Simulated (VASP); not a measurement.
Write the native input for VASP 6.6.1 that does the following.

```yaml
Task: single point
Functional: PBE
Potentials_or_basis: VASP PAW PBE potentials, release 64 (Ti_sv, W_sv, C)
Cutoff: 520 eV
k_mesh: 12 × 12 × 6
Occupations: gaussian, width 0.1 eV
Spin: no spin polarisation
Dipole_correction: no
Further_INCAR_settings: ALGO = Normal; EDIFF = 1e-06; NBANDS = 34
```

The structure of Ti2WC3 lies in POSCAR:

```
Ti2WC3
1.0
    3.0676673311      0.0000000000      0.0000000000
   -1.5338336656      2.6566778391      0.0000000000
    0.0000000000      0.0000000000      7.5374024039
Ti W C
2 1 3
Direct
    0.3333333333      0.6666666667      0.6659903403
    0.6666666667      0.3333333333      0.3340096597
    0.0000000000      0.0000000000      0.0000000000
    0.6666666667      0.3333333333      0.8325019839
    0.0000000000      0.0000000000      0.5000000000
    0.3333333333      0.6666666667      0.1674980161
```

One way to write it, as run:

INCAR

```
SYSTEM = Ti2WC3
PREC     = Accurate       ! precision mode
ENCUT    = 520            ! plane-wave cutoff, eV
EDIFF    = 1E-6           ! SCF threshold, eV
ISMEAR   = 0              ! smearing method
SIGMA    = 0.1            ! smearing width, eV
LREAL    = .FALSE.        ! projectors in reciprocal space
LASPH    = .TRUE.         ! aspherical terms in the spheres
NELM     = 80             ! most SCF steps
ALGO     = Normal         ! electronic algorithm
ISIF     = 2              ! what is computed and relaxed
LWAVE    = .FALSE.        ! write WAVECAR
LCHARG   = .TRUE.         ! write CHGCAR
GGA      = PE             ! functional
LELF     = .TRUE.         ! ELF
LVHAR    = .TRUE.       
NBANDS   = 34             ! bands
```

KPOINTS

```
Automatic mesh
0
G
  12 12 6
  0 0 0
```

Potentials or basis: VASP PAW PBE potentials, release 64 (Ti_sv, W_sv, C).

Run with:

```sh
$ cat potpaw_PBE.64/Ti_sv/POTCAR potpaw_PBE.64/W_sv/POTCAR potpaw_PBE.64/C/POTCAR > POTCAR
$ mpirun -np 1 vasp_std > vasp.out
```

It gave:

* Pressure: 0.4 GPa
* Largest force: 0.020 eV/Å
* Band gap on the k mesh: zero (bands 25 and 26 overlap by 1.60 eV)

Caveat: spin-orbit coupling is left out, which moves the levels of the heavy elements.

Wall time 3.1 min on 1 thread of Intel Xeon 8259CL, with other jobs on the host, peak memory 0.32 GiB.
